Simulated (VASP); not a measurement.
# Ru2Rh (P6_3/mmc) in VASP: a series of runs

Runs on Ru2Rh. Level: PBE. Tasks: single point.

Program: VASP 6.6.1. These are calculated values, not measurements. Logs are shortened: lines on timing, memory, paths and dates and some standing lists are left out, and cuts for length are marked.

## Step 1: The cell of the first run

The structure is hexagonal, space group P6_3/mmc (No. 194). The conventional cell has a = 2.718 Å, b = 2.718 Å, c = 10.684 Å, α = 90.00°, β = 90.00°, γ = 120.00°. Within 2.8 Å of Ru (site symmetry 3m) lie 3 Rh at 2.06 Å and 7 Ru at 2.67 to 2.72 Å. Within 2.8 Å of Rh (site symmetry -6m2) lie 6 Ru at 2.06 Å and 6 Rh at 2.72 Å.

The cell was generated, and may not be a known phase.

## Step 2: Single point, PBE

INCAR

```
SYSTEM = Ru2Rh
ALGO = Fast
EDIFF = 1E-6
ENCUT = 520
GGA = PE
ISIF = 2
ISMEAR = 0
LASPH = .TRUE.
LCHARG = .FALSE.
LREAL = .FALSE.
LWAVE = .FALSE.
NBANDS = 52
NELM = 60
PREC = Accurate
SIGMA = 0.1
```

KPOINTS

```
k-points
0
G
  6 6 2
  0 0 0
```

POSCAR

```
Ru2Rh
1.0
    2.7180653400      0.0000000000      0.0000000000
   -1.3590326700      2.3539136300      0.0000000000
    0.0000000000      0.0000000000     10.6842188600
Ru Rh
4 2
Direct
    0.3333333300      0.6666666700      0.6250000000
    0.6666666700      0.3333333300      0.1250000000
    0.3333333300      0.6666666700      0.8750000000
    0.6666666700      0.3333333300      0.3750000000
    0.3333333300      0.6666666700      0.2500000000
    0.6666666700      0.3333333300      0.7500000000
```

Potentials or basis: VASP PAW PBE potentials, release 64 (Ru_pv, Rh_pv).

Started as:

```
$ cat potpaw_PBE.64/Ru_pv/POTCAR potpaw_PBE.64/Rh_pv/POTCAR > POTCAR
$ mpirun -np 1 vasp_std > vasp.out
```

OUTCAR:

```text
SYSTEM = Ru2Rh
   EDIFF = 1E-6
   ENCUT = 520
   GGA = PE
   ISIF = 2
   ISMEAR = 0
   LASPH = .TRUE.
   LREAL = .FALSE.
   NELM = 60
   PREC = Accurate

 ion  position               nearest neighbor table
   1  0.333  0.667  0.625-   6 2.06   6 2.06   6 2.06   3 2.67   4 3.10   4 3.10   4 3.10
   2  0.667  0.333  0.125-   5 2.06   5 2.06   5 2.06   4 2.67   3 3.10   3 3.10   3 3.10
   3  0.333  0.667  0.875-   6 2.06   6 2.06   6 2.06   1 2.67   2 3.10   2 3.10   2 3.10
   4  0.667  0.333  0.375-   5 2.06   5 2.06   5 2.06   2 2.67   1 3.10   1 3.10   1 3.10
   5  0.333  0.667  0.250-   2 2.06   4 2.06   2 2.06   4 2.06   2 2.06   4 2.06
   6  0.667  0.333  0.750-   1 2.06   3 2.06   1 2.06   3 2.06   1 2.06   3 2.06

  LATTYP: Found a hexagonal cell.
 ALAT       =     2.7180653400
 C/A-ratio  =     3.9308175204

  Lattice vectors:

 A1 = (   2.7180653400,   0.0000000000,   0.0000000000)
 A2 = (  -1.3590326700,   2.3539136300,   0.0000000000)
 A3 = (   0.0000000000,   0.0000000000,  10.6842188600)

Analysis of symmetry for initial positions (statically):
=====================================================================
 Subroutine PRICEL returns:
 Original cell was already a primitive cell.

 Routine SETGRP: Setting up the symmetry group for a
 hexagonal supercell.

 Subroutine GETGRP returns: Found 24 space group operations
 (whereof 12 operations were pure point group operations)
 out of a pool of 24 trial point group operations.

The static configuration has the point symmetry D_3d.
 The point group associated with its full space group is D_6h.

Analysis of symmetry for dynamics (positions and initial velocities):
=====================================================================
 Subroutine PRICEL returns:
 Original cell was already a primitive cell.

 Routine SETGRP: Setting up the symmetry group for a
 hexagonal supercell.

 Subroutine GETGRP returns: Found 24 space group operations
 (whereof 12 operations were pure point group operations)
 out of a pool of 24 trial point group operations.

The dynamic configuration has the point symmetry D_3d.
 The point group associated with its full space group is D_6h.

 Subroutine INISYM returns: Found 24 space group operations
 (whereof 12 operations are pure point group operations),
 and found     1 'primitive' translations

----------------------------------------------------------------------------------------

                                     Primitive cell

  volume of cell :      68.3586

  direct lattice vectors                    reciprocal lattice vectors
     2.718065340  0.000000000  0.000000000     0.367908742  0.212412212  0.000000000
    -1.359032670  2.353913630  0.000000000     0.000000000  0.424824423  0.000000000
     0.000000000  0.000000000 10.684218860     0.000000000  0.000000000  0.093595986

  length of vectors
     2.718065340  2.718065337 10.684218860     0.424824423  0.424824423  0.093595986

  position of ions in fractional coordinates (direct lattice)
     0.333333330  0.666666670  0.625000000
     0.666666670  0.333333330  0.125000000
     0.333333330  0.666666670  0.875000000
     0.666666670  0.333333330  0.375000000
     0.333333330  0.666666670  0.250000000
     0.666666670  0.333333330  0.750000000

  ion indices of the primitive-cell ions
   primitive index   ion index
                 1           1
                 2           2
                 3           3
                 4           4
                 5           5
                 6           6

----------------------------------------------------------------------------------------

 KPOINTS: k-points

Automatic generation of k-mesh.
 Grid dimensions read from file:
 generate k-points for:    6    6    2

 Generating k-lattice:

  Cartesian coordinates                     Fractional coordinates (reciprocal lattice)
     0.061318124  0.035402035  0.000000000     0.166666667  0.000000000  0.000000000
     0.000000000  0.070804071  0.000000000     0.000000000  0.166666667  0.000000000
     0.000000000  0.000000000  0.046797993     0.000000000  0.000000000  0.500000000

  Length of vectors
     0.070804070  0.070804071  0.046797993

  Shift w.r.t. Gamma in fractional coordinates (k-lattice)
     0.000000000  0.000000000  0.000000000

 Subroutine IBZKPT returns following result:
 ===========================================

 Found     14 irreducible k-points:

 Following reciprocal coordinates:
            Coordinates               Weight
  0.000000  0.000000  0.000000      1.000000
  0.166667  0.000000  0.000000      6.000000
  0.333333  0.000000  0.000000      6.000000
  0.500000  0.000000  0.000000      3.000000
  0.166667  0.166667  0.000000      6.000000
  0.333333  0.166667  0.000000     12.000000
  0.333333  0.333333  0.000000      2.000000
  0.000000  0.000000  0.500000      1.000000
  0.166667  0.000000  0.500000      6.000000
  0.333333  0.000000  0.500000      6.000000
  0.500000  0.000000  0.500000      3.000000
  0.166667  0.166667  0.500000      6.000000
  0.333333  0.166667  0.500000     12.000000
  0.333333  0.333333  0.500000      2.000000
   k-points           NKPTS =     14   k-points in BZ     NKDIM =     14   number of bands    NBANDS=     52
   number of dos      NEDOS =    301   number of ions     NIONS =      6
   total plane-waves  NPLWV =  32000
   dimension x,y,z NGX =    20 NGY =   20 NGZ =   80
   dimension x,y,z NGXF=    40 NGYF=   40 NGZF=  160
   ions per type =               4   2
   NGX,Y,Z   is equivalent  to a cutoff of  12.23, 12.23, 12.45 a.u.
   NGXF,Y,Z  is equivalent  to a cutoff of  24.47, 24.47, 24.90 a.u.
 SYSTEM =  Ru2Rh
   PREC   = accura    normal or accurate (medium, high low for compatibility)
   ISTART =      0    job   : 0-new  1-cont  2-samecut
   ICHARG =      2    charge: 1-file 2-atom 10-const
   ISPIN  =      1    spin polarized calculation?
   LNONCOLLINEAR =      F non collinear calculations
   LSORBIT =      F    spin-orbit coupling
   LASPH  =      T    aspherical Exc in radial PAW
   ENCUT  =  520.0 eV  38.22 Ry    6.18 a.u.   5.05  5.05 19.87*2*pi/ulx,y,z
   NELM   =     60;   NELMIN=  2; NELMDL= -5     # of ELM steps
   EDIFF  = 0.1E-05   stopping-criterion for ELM
   LREAL  =      F    real-space projection
   EDIFFG = 0.1E-04   stopping-criterion for IOM
   NSW    =      0    number of steps for IOM
   IBRION =     -1    ionic relax: 0-MD 1-quasi-New 2-CG
   NFREE  =      0    steps in history (QN), initial steepest desc. (CG)
   ISIF   =      2    stress and relaxation
   ISYM   =      2    0-nonsym 1-usesym 2-fastsym
   POTIM  = 0.5000    time-step for ionic-motion
   TEBEG  =    0.0;   TEEND  =   0.0 temperature during run
   PSTRESS=    0.0 pullay stress
   NELECT =      86.0000    total number of electrons
   NUPDOWN=      -1.0000    fix difference up-down
   EMIN   =  10.00;   EMAX   =-10.00  energy-range for DOS
   EFERMI =   0.00;   METHOD = LEGACY
   ISMEAR =     0;   SIGMA  =   0.10  broadening in eV -4-tet -1-fermi 0-gaus
   EFERMI_NEDOS =   21; number of points for ismear=-14 and -15
   IALGO  =     68    algorithm
   IMIX   =      4    mixing-type and parameters
     AMIX     =   0.40;   BMIX     =  1.00
     AMIX_MAG =   1.60;   BMIX_MAG =  1.00
  volume/ion in A,a.u.               =      11.39        76.88
  Fermi-wavevector in a.u.,A,eV,Ry     =   1.767299  3.339710 42.495677  3.123344
  Thomas-Fermi vector in A             =   2.834711
   LORBIT       =      0    0 simple, 1 ext, 2 COOP (PROOUT), +10 PAW based schemes
   GGA     = PE    functional components
   LHFCALC =     F    Hartree Fock is set to
   AEXX    =    0.0000 exact exchange contribution
   IVDW    =     0    specifies the selected vdW correction
   LEPSILON=     F    determine dielectric tensor
   LRPA    =     F    only Hartree local field effects (RPA)
 non-spin polarized calculation
 RMM-DIIS sequential band-by-band and
 Gauss-broadening in eV      SIGMA  =   0.10
  energy-cutoff  :      520.00
  volume of cell :       68.36
 maximum number of plane-waves:      1854
   NGX = 11   NGY = 11   NGZ = 39

 number of electron      86.0000019 magnetization

 Free energy of the ion-electron system (eV)
  ---------------------------------------------------
  ext. energy  EPLUGINS =         0.00000000
  ---------------------------------------------------
  free energy    TOTEN  =       -20.15821299 eV

  energy without entropy =      -20.11528549  energy(sigma->0) =      -20.13674924

 E-fermi :  16.5789     XC(G=0): -14.8916

 val. band max:       16.5653730623   @ k =   0.1667   0.1667   0.0000
 cond. band min:      16.6004595822   @ k =   0.3333   0.1667   0.5000
 fundamental gap:      0.0350865199
 Fermi energy:        16.5788652779

 k-point     1 :       0.0000    0.0000    0.0000
  band No.  band energies     occupation
      1     -33.6637      2.00000
      2     -33.6594      2.00000
      3     -33.0069      2.00000
      4     -33.0069      2.00000
      5     -33.0067      2.00000
      6     -33.0067      2.00000
[... 44 lines left out ...]
     51      19.7358      0.00000
     52      20.1309      0.00000

 k-point     2 :       0.1667    0.0000    0.0000
  band No.  band energies     occupation
      1     -33.6989      2.00000
      2     -33.6972      2.00000
      3     -33.2450      2.00000
      4     -33.2428      2.00000
      5     -33.0764      2.00000
      6     -33.0763      2.00000
[... 44 lines left out ...]
     51      20.0167      0.00000
     52      20.4283      0.00000

 k-point     3 :       0.3333    0.0000    0.0000
  band No.  band energies     occupation
      1     -33.7829      2.00000
      2     -33.7814      2.00000
      3     -33.6802      2.00000
      4     -33.6763      2.00000
      5     -33.2123      2.00000
      6     -33.2120      2.00000
[... 44 lines left out ...]
     51      20.1718      0.00000
     52      21.3375      0.00000
[... 496 lines left out ...]
 k-point    13 :       0.3333    0.1667    0.5000
  band No.  band energies     occupation
      1     -33.8222      2.00000
      2     -33.8222      2.00000
      3     -33.7850      2.00000
      4     -33.7850      2.00000
      5     -33.3919      2.00000
      6     -33.3919      2.00000
[... 44 lines left out ...]
     51      22.0723      0.00000
     52      22.0723      0.00000

 k-point    14 :       0.3333    0.3333    0.5000
  band No.  band energies     occupation
      1     -33.8377      2.00000
      2     -33.8377      2.00000
      3     -33.6936      2.00000
      4     -33.6936      2.00000
      5     -33.6342      2.00000
      6     -33.6342      2.00000
[... 44 lines left out ...]
     51      23.0545      0.00000
     52      23.0551      0.00000

------------------------ aborting loop because EDIFF is reached ----------------------------------------

  FORCE on cell =-STRESS in cart. coord.  units (eV):
  Direction    XX          YY          ZZ          XY          YZ          ZX
  --------------------------------------------------------------------------------------
  -------------------------------------------------------------------------------------
  Total      102.4917181    102.4917178    132.0923352      0.0000000      0.0000000     -0.0000000
  in kB     2402.1834127   2402.1834054   3095.9576283      0.0000000      0.0000000     -0.0000000
  external PRESSURE =    2633.4414822 kB  Pullay stress =       0.0000000 kB

 VOLUME and BASIS-vectors are now :
 -----------------------------------------------------------------------------
  energy-cutoff  :      520.00
  volume of cell :       68.36
      direct lattice vectors                 reciprocal lattice vectors
     2.718065340  0.000000000  0.000000000     0.367908742  0.212412212  0.000000000
    -1.359032670  2.353913630  0.000000000     0.000000000  0.424824423  0.000000000
     0.000000000  0.000000000 10.684218860     0.000000000  0.000000000  0.093595986

 POSITION                                       TOTAL-FORCE (eV/Angst)
 -----------------------------------------------------------------------------------
     -0.00000      1.56928      6.67764         0.000000      0.000000    -25.960471
      1.35903      0.78464      1.33553        -0.000000      0.000000    -25.960471
     -0.00000      1.56928      9.34869         0.000000     -0.000000     25.960471
      1.35903      0.78464      4.00658        -0.000000      0.000000     25.960471
     -0.00000      1.56928      2.67105         0.000000     -0.000000      0.000000
      1.35903      0.78464      8.01316        -0.000000      0.000000      0.000000
 -----------------------------------------------------------------------------------
    total drift:                               -0.000010      0.000006     -0.000001

  FREE ENERGIE OF THE ION-ELECTRON SYSTEM (eV)
  ---------------------------------------------------
  free  energy   TOTEN  =       -20.1582129924 eV

  energy  without entropy=      -20.1152854930  energy(sigma->0) =      -20.13674924
```

Run time: 87 s. Hardware: 1 thread of AMD EPYC 7R13 (Zen 3), shared host; peak memory 0.16 GiB.

Results:

| Item | Value |
| --- | --- |
| Free energy | -20.1582 eV |
| Pressure | 263.3 GPa |
| Largest force | 25.960 eV/Å |
| Band gap on the k mesh | zero (bands 43 and 44 overlap by 0.71 eV) |

Forces in eV/Å, atoms in the order of the input:
```
Ru    0.000   0.000 -25.960
Ru    0.000   0.000 -25.960
Ru    0.000   0.000  25.960
Ru    0.000   0.000  25.960
Rh    0.000   0.000   0.000
Rh    0.000   0.000   0.000
```

Caveat: the k points lie up to 0.44 Å⁻¹ apart, too coarse for converged energies and pressures of a metal; forces of over 1 eV/Å act on the atoms, so gaps and moduli don't describe the material at rest.

(Continued in part 2 of 2.)

The gap in the log of VASP goes by the Fermi energy; the results here count the filled bands.